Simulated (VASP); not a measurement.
Input of a VASP 6.6.1 run:

Contents of INCAR:

```
PREC = Accurate ; ENCUT = 520
EDIFF = 1E-7 ; ISMEAR = -1
SIGMA = 0.05 ; LREAL = F
LASPH = T ; NELM = 100
ALGO = Normal ; ISIF = 2
LWAVE = F ; LCHARG = F
GGA = PE ; NBANDS = 28
```

The input KPOINTS:

```
Automatic mesh
0
Gamma
  10 10 13
```

Contents of POSCAR:

```
W
1.0
    3.8382908112      0.0000000000      0.0000000000
   -1.9191454056      3.3240573496      0.0000000000
    0.0000000000      0.0000000000      2.2665655764
W
3
Direct
    0.0000000000      0.0000000000      0.0000000000
    0.3333333333      0.6666666667      0.5000000000
    0.6666666667      0.3333333333      0.5000000000
```

Potentials or basis: VASP PAW PBE potentials, release 64 (W_sv).

The run is started by

```sh
$ cat potpaw_PBE.64/W_sv/POTCAR > POTCAR
$ mpirun -np 1 vasp_std > vasp.out
```

**Question.** Predict the band gap on the k mesh.

**Answer.** Zero (band 21 reaches 21.30 eV, above the bottom of band 22 at 18.97 eV).

**Question.** Estimate the pressure.

**Answer.** 446.9 GPa.

Stress tensor (GPa, compression positive):
```
447.19   0.00   0.00
  0.00 447.19   0.00
  0.00   0.00 446.29
```

Caveat: spin-orbit coupling is left out, which moves the levels of the heavy elements.
